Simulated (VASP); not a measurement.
# SiO2 (I4/mmm) in VASP: single point with HSE06

Aim: the single point of SiO2 with HSE06.

Everything below comes from runs of VASP 6.6.1. Logs are shortened: lines on timing, memory, paths and dates and some standing lists are left out, and cuts for length are marked.

**1. The cell of the first run**

It takes space group I4/mmm (No. 139, tetragonal). The conventional cell has a = 3.202 Å, b = 3.202 Å, c = 4.711 Å, α = 90.00°, β = 90.00°, γ = 90.00°. Si (site symmetry 4/mmm) has 8 O at 1.99 Å within 2.6 Å. O (site symmetry -4m2) has 4 Si at 1.99 Å and 6 O at 2.26 to 2.36 Å within 2.6 Å.

**2. Single point, HSE06 (uniaxial z strain +4.0%)**

Contents of POSCAR:

```
SiO2
1.0
    0.0000000000      2.2641691115      2.3556415436
    2.2641691115      0.0000000000      2.3556415436
    2.2641691115      2.2641691115      0.0000000000
Si O
1 2
Direct
    0.0000000000      0.0000000000      0.0000000000
    0.2500000000      0.2500000000      0.2500000000
    0.7500000000      0.7500000000      0.7500000000
```

Contents of INCAR.step1:

```
SYSTEM = SiO2
PREC = Accurate ; ENCUT = 520
EDIFF = 1E-5 ; ISMEAR = 0
SIGMA = 0.01 ; LREAL = .False.
LASPH = .True. ; NELM = 60
ALGO = Normal ; ISIF = 2
LWAVE = .True. ; LCHARG = .False.
GGA = PE ; NBANDS = 15
```

Contents of INCAR.step2:

```
SYSTEM = SiO2
PREC = Accurate ; ENCUT = 520
EDIFF = 1E-6 ; ISMEAR = 0
SIGMA = 0.01 ; LREAL = .False.
LASPH = .True. ; NELM = 60
ALGO = Normal ; ISIF = 2
LWAVE = .False. ; LCHARG = .False.
GGA = PE ; LHFCALC = .True.
HFSCREEN = 0.2079 ; PRECFOCK = Normal
ISTART = 1 ; NBANDS = 15
```

Contents of KPOINTS:

```
Automatic mesh
0
Gamma
  6 6 6
  0 0 0
```

Potentials or basis: VASP PAW PBE potentials, release 64 (Si, O).

The run is started by

```sh
$ cat potpaw_PBE.64/Si/POTCAR potpaw_PBE.64/O/POTCAR > POTCAR
$ cp INCAR.step1 INCAR
$ mpirun -np 1 vasp_std > vasp.out
$ cp INCAR.step2 INCAR
$ mpirun -np 1 vasp_std > vasp.out
```

OUTCAR:

```text
SYSTEM = SiO2
   PREC = Accurate
   ENCUT = 520
   EDIFF = 1E-6
   ISMEAR = 0
   LREAL = .False.
   LASPH = .True.
   NELM = 60
   ISIF = 2
   GGA = PE
   LHFCALC = .True.
   HFSCREEN = 0.2079
   PRECFOCK = Normal
   ISTART = 1

 ion  position               nearest neighbor table
   1  0.000  0.000  0.000-   3 1.99   3 1.99   3 1.99   2 1.99   3 1.99   2 1.99   2 1.99   2 1.99

   2  0.250  0.250  0.250-   1 1.99   1 1.99   1 1.99   1 1.99
   3  0.750  0.750  0.750-   1 1.99   1 1.99   1 1.99   1 1.99

  LATTYP: Found a body centered tetragonal cell.
 ALAT       =     3.2020186650
 C/A-ratio  =     1.4713477903

  Lattice vectors:

 A1 = (  -2.2641691115,   0.0000000000,   2.3556415436)
 A2 = (   2.2641691115,   0.0000000000,   2.3556415436)
 A3 = (   0.0000000000,   2.2641691115,  -2.3556415436)

Analysis of symmetry for initial positions (statically):
=====================================================================
 Subroutine PRICEL returns:
 Original cell was already a primitive cell.

 Routine SETGRP: Setting up the symmetry group for a
 body centered tetragonal supercell.

 Subroutine GETGRP returns: Found 16 space group operations
 (whereof 16 operations were pure point group operations)
 out of a pool of 16 trial point group operations.

The static configuration has the point symmetry D_4h.

Analysis of symmetry for dynamics (positions and initial velocities):
=====================================================================
 Subroutine PRICEL returns:
 Original cell was already a primitive cell.

 Routine SETGRP: Setting up the symmetry group for a
 body centered tetragonal supercell.

 Subroutine GETGRP returns: Found 16 space group operations
 (whereof 16 operations were pure point group operations)
 out of a pool of 16 trial point group operations.

The dynamic configuration has the point symmetry D_4h.

 Subroutine INISYM returns: Found 16 space group operations
 (whereof 16 operations are pure point group operations),
 and found     1 'primitive' translations

----------------------------------------------------------------------------------------

                                     Primitive cell

  volume of cell :      24.1522

  direct lattice vectors                    reciprocal lattice vectors
     0.000000000  2.264169112  2.355641544    -0.220831561  0.220831561  0.212256403
     2.264169112  0.000000000  2.355641544     0.220831561 -0.220831561  0.212256403
     2.264169112  2.264169112  0.000000000     0.220831561  0.220831561 -0.212256403

  length of vectors
     3.267339720  3.267339720  3.202018665     0.377605532  0.377605532  0.377605532

  position of ions in fractional coordinates (direct lattice)
     0.000000000  0.000000000  0.000000000
     0.250000000  0.250000000  0.250000000
     0.750000000  0.750000000  0.750000000

  ion indices of the primitive-cell ions
   primitive index   ion index
                 1           1
                 2           2
                 3           3

----------------------------------------------------------------------------------------

 KPOINTS: Automatic mesh

Automatic generation of k-mesh.
 Grid dimensions read from file:
 generate k-points for:    6    6    6

 Generating k-lattice:

  Cartesian coordinates                     Fractional coordinates (reciprocal lattice)
    -0.036805260  0.036805260  0.035376067     0.166666667 -0.000000000  0.000000000
     0.036805260 -0.036805260  0.035376067    -0.000000000  0.166666667  0.000000000
     0.036805260  0.036805260 -0.035376067     0.000000000  0.000000000  0.166666667

  Length of vectors
     0.062934255  0.062934255  0.062934255

  Shift w.r.t. Gamma in fractional coordinates (k-lattice)
     0.000000000  0.000000000  0.000000000

 Subroutine IBZKPT returns following result:
 ===========================================

 Found     30 irreducible k-points:

 Following reciprocal coordinates:
            Coordinates               Weight
  0.000000  0.000000  0.000000      1.000000
  0.166667  0.000000  0.000000      8.000000
  0.333333  0.000000  0.000000      8.000000
  0.500000  0.000000  0.000000      4.000000
  0.166667  0.166667  0.000000      2.000000
  0.333333  0.166667  0.000000      8.000000
[... 16 lines left out ...]
  0.333333  0.000000  0.333333      4.000000
  0.500000  0.000000  0.333333     16.000000
 [... further k-points ...]
   k-points           NKPTS =     30   k-points in BZ     NKDIM =    216   number of bands    NBANDS=     15
   number of dos      NEDOS =    301   number of ions     NIONS =      3
   total plane-waves  NPLWV =  13824
   dimension x,y,z NGX =    24 NGY =   24 NGZ =   24
   dimension x,y,z NGXF=    48 NGYF=   48 NGZF=   48
   ions per type =               1   2
   NGX,Y,Z   is equivalent  to a cutoff of  12.21, 12.21, 12.46 a.u.
   NGXF,Y,Z  is equivalent  to a cutoff of  24.42, 24.42, 24.92 a.u.
 SYSTEM =  SiO2
   PREC   = accura    normal or accurate (medium, high low for compatibility)
   ISTART =      1    job   : 0-new  1-cont  2-samecut
   ICHARG =      0    charge: 1-file 2-atom 10-const
   ISPIN  =      1    spin polarized calculation?
   LNONCOLLINEAR =      F non collinear calculations
   LSORBIT =      F    spin-orbit coupling
   LASPH  =      T    aspherical Exc in radial PAW
   ENCUT  =  520.0 eV  38.22 Ry    6.18 a.u.   6.08  6.08  5.95*2*pi/ulx,y,z
   NELM   =     60;   NELMIN=  2; NELMDL=  0     # of ELM steps
   EDIFF  = 0.1E-05   stopping-criterion for ELM
   LREAL  =      F    real-space projection
   EDIFFG = 0.1E-04   stopping-criterion for IOM
   NSW    =      0    number of steps for IOM
   IBRION =     -1    ionic relax: 0-MD 1-quasi-New 2-CG
   NFREE  =      0    steps in history (QN), initial steepest desc. (CG)
   ISIF   =      2    stress and relaxation
   ISYM   =      3    0-nonsym 1-usesym 2-fastsym
   POTIM  = 0.5000    time-step for ionic-motion
   TEBEG  =    0.0;   TEEND  =   0.0 temperature during run
   PSTRESS=    0.0 pullay stress
   NELECT =      16.0000    total number of electrons
   NUPDOWN=      -1.0000    fix difference up-down
   EMIN   =  10.00;   EMAX   =-10.00  energy-range for DOS
   EFERMI =   0.00;   METHOD = LEGACY
   ISMEAR =     0;   SIGMA  =   0.01  broadening in eV -4-tet -1-fermi 0-gaus
   EFERMI_NEDOS =   21; number of points for ismear=-14 and -15
   IALGO  =     38    algorithm
   IMIX   =      1    mixing-type and parameters
     AMIX     =   0.40;   BMIX     =  1.00
     AMIX_MAG =   1.60;   BMIX_MAG =  1.00
  volume/ion in A,a.u.               =       8.05        54.33
  Fermi-wavevector in a.u.,A,eV,Ry     =   1.427127  2.696878 27.710856  2.036690
  Thomas-Fermi vector in A             =   2.547330
   LORBIT       =      0    0 simple, 1 ext, 2 COOP (PROOUT), +10 PAW based schemes
   GGA     = PE    functional components
   LHFCALC =     T    Hartree Fock is set to
   PRECFOCK=normal    Normal, Fast or Accurate (Low or Medium for compatibility)
   ENCUT4O =  -1.0   cutoff for four orbital integrals eV
   NKREDX  =     1    reduce k-point grid by
   NKREDY  =     1    reduce k-point grid by
   NKREDZ  =     1    reduce k-point grid by
   AEXX    =    0.2500 exact exchange contribution
   HFSCREEN=    0.2079 screening length (either q_TF or 0.3 A-1)
   HFSCREENC=   0.2079 screening length for correlation (either q_TF or 0.3 A-1)
   ENCUTFOCK=  -1.0 apply spherical cutoff to Coloumb kernel
   IVDW    =     0    specifies the selected vdW correction
   LEPSILON=     F    determine dielectric tensor
   LRPA    =     F    only Hartree local field effects (RPA)
 non-spin polarized calculation
 Gauss-broadening in eV      SIGMA  =   0.01
  energy-cutoff  :      520.00
  volume of cell :       24.15
 maximum number of plane-waves:       662
  NGX = 20; NGY = 20; NGZ = 18

 number of electron      16.0000008 magnetization

 Free energy of the ion-electron system (eV)
  ---------------------------------------------------
  ext. energy  EPLUGINS =         0.00000000
  ---------------------------------------------------
  free energy    TOTEN  =       -24.88257075 eV

  energy without entropy =      -24.88257075  energy(sigma->0) =      -24.88257075

 E-fermi :   8.2563     XC(G=0):  -9.9944

 val. band max:        8.1740761260   @ k =   0.5000   0.0000   0.5000
 cond. band min:      11.0707377817   @ k =   0.0000   0.0000   0.0000
 fundamental gap:      2.8966616557
 Fermi energy:         8.2562776399

 k-point     1 :       0.0000    0.0000    0.0000
  band No.  band energies     occupation
      1     -16.4128      2.00000
      2      -9.6293      2.00000
      3       1.9589      2.00000
      4       1.9589      2.00000
      5       2.2341      2.00000
      6       5.0395      2.00000
      7       5.9560      2.00000
      8       5.9561      2.00000
      9      11.0707      0.00000
     10      15.4173      0.00000
     11      15.4173      0.00000
     12      15.7414      0.00000
     13      21.7280      0.00000
     14      22.7744      0.00000
     15      24.3682      0.00000

 k-point     2 :       0.1667    0.0000    0.0000
  band No.  band energies     occupation
      1     -16.0113      2.00000
      2     -10.1200      2.00000
      3       1.6844      2.00000
      4       2.0256      2.00000
      5       2.1416      2.00000
      6       4.2230      2.00000
      7       5.1202      2.00000
      8       5.4404      2.00000
      9      12.7379      0.00000
     10      15.7966      0.00000
     11      16.1406      0.00000
     12      16.4570      0.00000
     13      22.5320      0.00000
     14      23.4180      0.00000
     15      25.7074      0.00000
[... 365 lines left out ...]
      3      -1.6587      2.00000
      4      -0.0952      2.00000
      5       0.1189      2.00000
      6       6.1755      2.00000
      7       6.4481      2.00000
      8       6.9911      2.00000
      9      11.8271      0.00000
     10      15.8563      0.00000
     11      20.6578      0.00000
     12      20.8318      0.00000
     13      22.5298      0.00000
     14      25.1849      0.00000
     15      30.1107      0.00000

 k-point    24 :       0.5000    0.0000    0.3333
  band No.  band energies     occupation
      1     -13.5914      2.00000
      2     -11.8830      2.00000
      3      -2.9673      2.00000
      4      -0.2445      2.00000
      5      -0.0660      2.00000
      6       5.8420      2.00000
      7       6.6285      2.00000
      8       7.5453      2.00000
      9      12.3831      0.00000
     10      17.6488      0.00000
     11      20.6955      0.00000
     12      21.6657      0.00000
     13      22.0978      0.00000
     14      26.0816      0.00000
     15      28.8879      0.00000

 [... further k-points ...]
[... 5 lines left out ...]
  --------------------------------------------------------------------------------------
  -------------------------------------------------------------------------------------
  Total       -0.1280544     -0.1280544     -6.3002972      0.0000000     -0.0000000      0.0000000
  in kB       -8.4946999     -8.4946999   -417.9407282      0.0000000     -0.0000000      0.0000000
  external PRESSURE =    -144.9767093 kB  Pullay stress =       0.0000000 kB

 VOLUME and BASIS-vectors are now :
 -----------------------------------------------------------------------------
  energy-cutoff  :      520.00
  volume of cell :       24.15
      direct lattice vectors                 reciprocal lattice vectors
     0.000000000  2.264169112  2.355641544    -0.220831561  0.220831561  0.212256403
     2.264169112  0.000000000  2.355641544     0.220831561 -0.220831561  0.212256403
     2.264169112  2.264169112  0.000000000     0.220831561  0.220831561 -0.212256403

 POSITION                                       TOTAL-FORCE (eV/Angst)
 -----------------------------------------------------------------------------------
      0.00000      0.00000      0.00000        -0.000000     -0.000000      0.000000
      1.13208      1.13208      1.17782         0.000000     -0.000000     -0.000000
      3.39625      3.39625      3.53346        -0.000000      0.000000      0.000000
 -----------------------------------------------------------------------------------
    total drift:                               -0.000000      0.000000     -0.000000

  FREE ENERGIE OF THE ION-ELECTRON SYSTEM (eV)
  ---------------------------------------------------
  free  energy   TOTEN  =       -24.8825707528 eV

  energy  without entropy=      -24.8825707528  energy(sigma->0) =      -24.88257075
```

It took 41 min on 1 thread of Intel Xeon Platinum 8259CL at 2.50GHz (Skylake/Cascade Lake), shared host; peak memory 0.25 GiB.

Results:

| Quantity | Value |
| --- | --- |
| Free energy | -24.8826 eV |
| Pressure | -14.5 GPa |
| Band gap on the k mesh | 2.90 eV, indirect (least direct gap 3.06 eV) |

Levels at points of the mesh, in eV from the valence-band top:
```tsv
k point	band 5	band 6	band 7	band 8	band 9	band 10	band 11	band 12
(0.00, 0.00, 0.00)	-5.94	-3.13	-2.22	-2.22	2.90	7.24	7.24	7.57
(0.50, 0.00, 0.00)	-5.43	-5.38	-4.83	-4.67	7.22	11.04	11.44	11.92
(0.50, 0.50, 0.00)	-8.43	-1.05	-1.05	-0.49	3.79	9.81	12.66	14.12
(0.50, 0.00, 0.50)	-8.57	-1.64	-0.86	0.00	3.06	9.17	12.81	14.39
```

Caveat: the cell differs from its parent crystal (uniaxial z strain +4.0%); the PAW data sets were made with another functional, which shifts forces and pressure a little.
